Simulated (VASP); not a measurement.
# SnTe (Fm-3m) in VASP: elastic constants with PBEsol

Aim: the elastic constants of SnTe with PBEsol.

All numbers are computed with VASP 6.6.1; they aren't measurements. Logs are shortened: lines on timing, memory, paths and dates and some standing lists are left out, and cuts for length are marked.

### 1 The cell of the first run

Symmetry: Fm-3m, No. 225, cubic system. The conventional cell has a = 6.288 Å, b = 6.288 Å, c = 6.288 Å, α = 90.00°, β = 90.00°, γ = 90.00°. Sn (site symmetry m-3m) has 6 Te at 3.14 Å within 4.1 Å. Te (site symmetry m-3m) has 6 Sn at 3.14 Å within 4.1 Å.

### 2 Elastic constants, PBEsol

INCAR

```
PREC = Accurate
ENCUT = 600
EDIFF = 1E-8
ISMEAR = 0
SIGMA = 0.05
LREAL = False
LASPH = True
NELM = 60
ALGO = Normal
ISIF = 3
LWAVE = False
LCHARG = True
GGA = PS
IBRION = 6
NFREE = 2
POTIM = 0.015
NSW = 1
```

KPOINTS

```
Automatic mesh
0
Gamma
  8 8 8
```

POSCAR

```
SnTe
1.0
    0.0000000000      3.1440892064      3.1440892064
    3.1440892064      0.0000000000      3.1440892064
    3.1440892064      3.1440892064      0.0000000000
Sn Te
1 1
Direct
    0.5000000000      0.5000000000      0.5000000000
    0.0000000000      0.0000000000      0.0000000000
```

Potentials or basis: VASP PAW PBE potentials, release 64 (Sn_d, Te).

Launch:

```console
$ cat potpaw_PBE.64/Sn_d/POTCAR potpaw_PBE.64/Te/POTCAR > POTCAR
$ mpirun -np 1 vasp_std > vasp.out
```

OUTCAR:

```text
PREC = Accurate
   ENCUT = 600
   EDIFF = 1E-8
   ISMEAR = 0
   LREAL = False
   LASPH = True
   NELM = 60
   ISIF = 3
   GGA = PS
   IBRION = 6
   NFREE = 2
   POTIM = 0.015
   NSW = 1

 ion  position               nearest neighbor table
   1  0.500  0.500  0.500-   2 3.14   2 3.14   2 3.14   2 3.14   2 3.14   2 3.14
   2  0.000  0.000  0.000-   1 3.14   1 3.14   1 3.14   1 3.14   1 3.14   1 3.14

  LATTYP: Found a face centered cubic cell.
 ALAT       =     6.2881784128

  Lattice vectors:

 A1 = (   0.0000000000,   3.1440892064,   3.1440892064)
 A2 = (   3.1440892064,   0.0000000000,   3.1440892064)
 A3 = (   3.1440892064,   3.1440892064,   0.0000000000)

Analysis of symmetry for initial positions (statically):
=====================================================================
 Subroutine PRICEL returns:
 Original cell was already a primitive cell.

 Routine SETGRP: Setting up the symmetry group for a
 face centered cubic supercell.

 Subroutine GETGRP returns: Found 48 space group operations
 (whereof 48 operations were pure point group operations)
 out of a pool of 48 trial point group operations.

The static configuration has the point symmetry O_h .

Analysis of symmetry for dynamics (positions and initial velocities):
=====================================================================
 Subroutine PRICEL returns:
 Original cell was already a primitive cell.

 Routine SETGRP: Setting up the symmetry group for a
 face centered cubic supercell.

 Subroutine GETGRP returns: Found 48 space group operations
 (whereof 48 operations were pure point group operations)
 out of a pool of 48 trial point group operations.

The dynamic configuration has the point symmetry O_h .

 Subroutine INISYM returns: Found 48 space group operations
 (whereof 48 operations are pure point group operations),
 and found     1 'primitive' translations

----------------------------------------------------------------------------------------

                                     Primitive cell

  volume of cell :      62.1605

  direct lattice vectors                    reciprocal lattice vectors
     0.000000000  3.144089206  3.144089206    -0.159028567  0.159028567  0.159028567
     3.144089206  0.000000000  3.144089206     0.159028567 -0.159028567  0.159028567
     3.144089206  3.144089206  0.000000000     0.159028567  0.159028567 -0.159028567

  length of vectors
     4.446413597  4.446413597  4.446413597     0.275445557  0.275445557  0.275445557

  position of ions in fractional coordinates (direct lattice)
     0.500000000  0.500000000  0.500000000
     0.000000000  0.000000000  0.000000000

  ion indices of the primitive-cell ions
   primitive index   ion index
                 1           1
                 2           2

----------------------------------------------------------------------------------------

 KPOINTS: Automatic mesh

Automatic generation of k-mesh.
 Grid dimensions read from file:
 generate k-points for:    8    8    8

 Generating k-lattice:

  Cartesian coordinates                     Fractional coordinates (reciprocal lattice)
    -0.019878571  0.019878571  0.019878571     0.125000000  0.000000000  0.000000000
     0.019878571 -0.019878571  0.019878571     0.000000000  0.125000000  0.000000000
     0.019878571  0.019878571 -0.019878571     0.000000000  0.000000000  0.125000000

  Length of vectors
     0.034430695  0.034430695  0.034430695

  Shift w.r.t. Gamma in fractional coordinates (k-lattice)
     0.000000000  0.000000000  0.000000000

 Subroutine IBZKPT returns following result:
 ===========================================

 Found     29 irreducible k-points:

 Following reciprocal coordinates:
            Coordinates               Weight
  0.000000  0.000000  0.000000      1.000000
  0.125000  0.000000  0.000000      8.000000
  0.250000  0.000000  0.000000      8.000000
  0.375000  0.000000  0.000000      8.000000
  0.500000  0.000000  0.000000      4.000000
[... 58 lines left out ...]
     AMIX_MAG =   1.60;   BMIX_MAG =  1.00
  volume/ion in A,a.u.               =      31.08       209.74
  Fermi-wavevector in a.u.,A,eV,Ry     =   1.121794  2.119884 17.121883  1.258423
  Thomas-Fermi vector in A             =   2.258450
   LORBIT       =      0    0 simple, 1 ext, 2 COOP (PROOUT), +10 PAW based schemes
   GGA     = PS    functional components
   LHFCALC =     F    Hartree Fock is set to
   AEXX    =    0.0000 exact exchange contribution
   IVDW    =     0    specifies the selected vdW correction
   LEPSILON=     F    determine dielectric tensor
   LRPA    =     F    only Hartree local field effects (RPA)
 finite differences with symmetry
 non-spin polarized calculation
 Gauss-broadening in eV      SIGMA  =   0.05
  energy-cutoff  :      600.00
  volume of cell :       62.16
 maximum number of plane-waves:      2120
   NGX = 17   NGY = 17   NGZ = 17

--------------------------------------- Ionic step        1  -------------------------------------------

 number of electron      19.9999998 magnetization

 Free energy of the ion-electron system (eV)
  ---------------------------------------------------
  ext. energy  EPLUGINS =         0.00000000
  ---------------------------------------------------
  free energy    TOTEN  =        -8.33822956 eV

  energy without entropy =       -8.33819682  energy(sigma->0) =       -8.33821319

------------------------ aborting loop because EDIFF is reached ----------------------------------------

  FORCE on cell =-STRESS in cart. coord.  units (eV):
  Direction    XX          YY          ZZ          XY          YZ          ZX
  --------------------------------------------------------------------------------------
  -------------------------------------------------------------------------------------
  Total        0.0145749      0.0145749      0.0145749      0.0000000      0.0000000     -0.0000000
  in kB        0.3756663      0.3756663      0.3756663      0.0000000      0.0000000     -0.0000000
  external PRESSURE =       0.3756663 kB  Pullay stress =       0.0000000 kB
[... 89 lines left out ...]
  FREE ENERGIE OF THE ION-ELECTRON SYSTEM (eV)
  ---------------------------------------------------
  free  energy   TOTEN  =        -8.3318042249 eV

  energy  without entropy=       -8.3318009795  energy(sigma->0) =       -8.33180260

[... ionic steps 4 to 14 ...]

--------------------------------------- Ionic step       15  -------------------------------------------

 number of electron      19.9999998 magnetization

------------------------ aborting loop because EDIFF is reached ----------------------------------------
[... 67 lines left out ...]
--------------------------------------- Ionic step       17  -------------------------------------------

 number of electron      19.9999998 magnetization

 Free energy of the ion-electron system (eV)
  ---------------------------------------------------
  ext. energy  EPLUGINS =         0.00000000
  ---------------------------------------------------
  free energy    TOTEN  =        -8.33823784 eV

  energy without entropy =       -8.33820912  energy(sigma->0) =       -8.33822348

 E-fermi :   6.9094     XC(G=0):  -9.6825

 val. band max:        6.8267865934   @ k =   0.5000   0.0000   0.0000
 cond. band min:       6.9920389043   @ k =   0.5000   0.0000   0.0000
 fundamental gap:      0.1652523109
 Fermi energy:         6.9094127466

 k-point     1 :       0.0000    0.0000    0.0000
  band No.  band energies     occupation
      1     -14.9056      2.00000
      2     -14.9056      2.00000
      3     -14.8983      2.00000
      4     -14.8982      2.00000
      5     -14.8982      2.00000
      6      -5.9835      2.00000
      7       2.1970      2.00000
      8       4.7346      2.00000
      9       4.7353      2.00000
     10       4.7353      2.00000
     11      10.2277      0.00000
     12      10.2277      0.00000
     13      10.2300      0.00000
     14      11.5891      0.00000
[... 377 lines left out ...]
      1     -14.9146      2.00000
      2     -14.9082      2.00000
      3     -14.8952      2.00000
      4     -14.8929      2.00000
      5     -14.8895      2.00000
      6      -4.4921      2.00000
      7      -1.1314      2.00000
      8       3.0698      2.00000
      9       3.4637      2.00000
     10       5.9468      2.00000
     11       7.3545      0.00000
     12       9.7994      0.00000
     13      10.4797      0.00000
     14      12.8393      0.00000

 [... further k-points ...]

------------------------ aborting loop because EDIFF is reached ----------------------------------------

  FORCE on cell =-STRESS in cart. coord.  units (eV):
  Direction    XX          YY          ZZ          XY          YZ          ZX
  --------------------------------------------------------------------------------------
  -------------------------------------------------------------------------------------
  Total        0.0176580      0.0154535      0.0154535      0.0000000      0.0000000      0.0000000
  in kB        0.4551334      0.3983121      0.3983121      0.0000000      0.0000000      0.0000000
  external PRESSURE =       0.4172526 kB  Pullay stress =       0.0000000 kB
[... 17 lines left out ...]
  FREE ENERGIE OF THE ION-ELECTRON SYSTEM (eV)
  ---------------------------------------------------
  free  energy   TOTEN  =        -8.3382378446 eV

  energy  without entropy=       -8.3382091216  energy(sigma->0) =       -8.33822348

 INTERNAL STRAIN TENSORS FROM STRAINED CELLS
 ============================================

 INTERNAL STRAIN TENSOR FOR ION    1 for displacements in x,y,z  (eV/Angst):
          X           Y           Z          XY          YZ          ZX
  --------------------------------------------------------------------------------
  x     0.00000    -0.00000    -0.00000    -0.00000     0.00000    -0.00000
  y    -0.00000    -0.00000    -0.00000     0.00000     0.00000    -0.00000
  z     0.00000    -0.00000     0.00000    -0.00000     0.00000     0.00000

 INTERNAL STRAIN TENSORS FROM DISPLACED ATOMS
 ============================================

 INTERNAL STRAIN TENSOR FOR ION    1 for displacements in x,y,z  (eV/Angst):
          X           Y           Z          XY          YZ          ZX
  --------------------------------------------------------------------------------
  x     0.00000     0.00000     0.00000     0.00000     0.00000     0.00000
  y     0.00000     0.00000     0.00000     0.00000     0.00000     0.00000
  z     0.00000     0.00000     0.00000     0.00000     0.00000     0.00000

 INTERNAL STRAIN TENSOR FOR ION    2 for displacements in x,y,z  (eV/Angst):
          X           Y           Z          XY          YZ          ZX
  --------------------------------------------------------------------------------
  x     0.00000     0.00000     0.00000     0.00000     0.00000     0.00000
  y     0.00000     0.00000     0.00000     0.00000     0.00000     0.00000
  z     0.00000     0.00000     0.00000     0.00000     0.00000     0.00000

 Eigenvectors and eigenvalues of the dynamical matrix
 ----------------------------------------------------

   1 f  =    0.000050 THz     0.000312 2PiTHz    0.001655 cm-1     0.000205 meV
             X         Y         Z           dx          dy          dz
      3.144089  3.144089  3.144089     0.000000   -0.694297    0.000000
      0.000000  0.000000  0.000000     0.000000   -0.719689    0.000000
[... 21 lines left out ...]
   6 f/i=    0.523723 THz     3.290648 2PiTHz   17.469516 cm-1     2.165943 meV
             X         Y         Z           dx          dy          dz
      3.144089  3.144089  3.144089    -0.719689    0.000000    0.000000
      0.000000  0.000000  0.000000     0.694297    0.000000    0.000000

--------------------------------------------------------------------------------------------------------

 ELASTIC MODULI CONTR FROM IONIC RELAXATION (kBar)
 Direction    XX          YY          ZZ          XY          YZ          ZX
 --------------------------------------------------------------------------------
 XX           0.0000      0.0000      0.0000      0.0000      0.0000      0.0000
 YY           0.0000      0.0000      0.0000      0.0000      0.0000      0.0000
 ZZ           0.0000      0.0000      0.0000      0.0000      0.0000      0.0000
 XY           0.0000      0.0000      0.0000      0.0000      0.0000      0.0000
 YZ           0.0000      0.0000      0.0000      0.0000      0.0000      0.0000
 ZX           0.0000      0.0000      0.0000      0.0000      0.0000      0.0000
 --------------------------------------------------------------------------------

 TOTAL ELASTIC MODULI (kBar)
 Direction    XX          YY          ZZ          XY          YZ          ZX
 --------------------------------------------------------------------------------
 XX        1342.0843     49.8188     49.8188     -0.0000      0.0000      0.0000
 YY          49.8188   1342.0843     49.8188      0.0000      0.0000     -0.0000
 ZZ          49.8188     49.8188   1342.0843     -0.0000     -0.0000      0.0000
 XY          -0.0000      0.0000     -0.0000    149.9664      0.0000      0.0000
 YZ           0.0000      0.0000     -0.0000      0.0000    149.9664      0.0000
 ZX           0.0000     -0.0000      0.0000      0.0000      0.0000    149.9664
 --------------------------------------------------------------------------------
```

Wall time 7.5 min (1 thread of Intel Xeon 6975P-C (Granite Rapids), shared host); peak memory 0.4 GiB.

What came out:

```
Elastic constants C11, C12, C44                         : 134, 5, 15 GPa
Voigt bulk modulus                                      : 48 GPa
Highest phonon frequency at Γ, LO-TO splitting left out : 0 cm⁻¹
```

Phonon frequencies in cm⁻¹ (negative: imaginary):
```
              q point        frequencies
(0.000, 0.000, 0.000)  -17 -17 -17 0 0 0
```

Elastic tensor in Voigt notation (GPa, in the Cartesian axes of the cell as first typed):
```
134   5   5   0   0   0
  5 134   5   0   0   0
  5   5 134   0   0   0
  0   0   0  15   0   0
  0   0   0   0  15   0
  0   0   0   0   0  15
```

Clamped-ion elastic tensor (GPa):
```
134   5   5   0   0   0
  5 134   5   0   0   0
  5   5 134   0   0   0
  0   0   0  15   0   0
  0   0   0   0  15   0
  0   0   0   0   0  15
```

Caveat: some modes are imaginary; the PAW data sets were made with another functional, which shifts forces and pressure a little; spin-orbit coupling is left out, which moves the levels of the heavy elements.
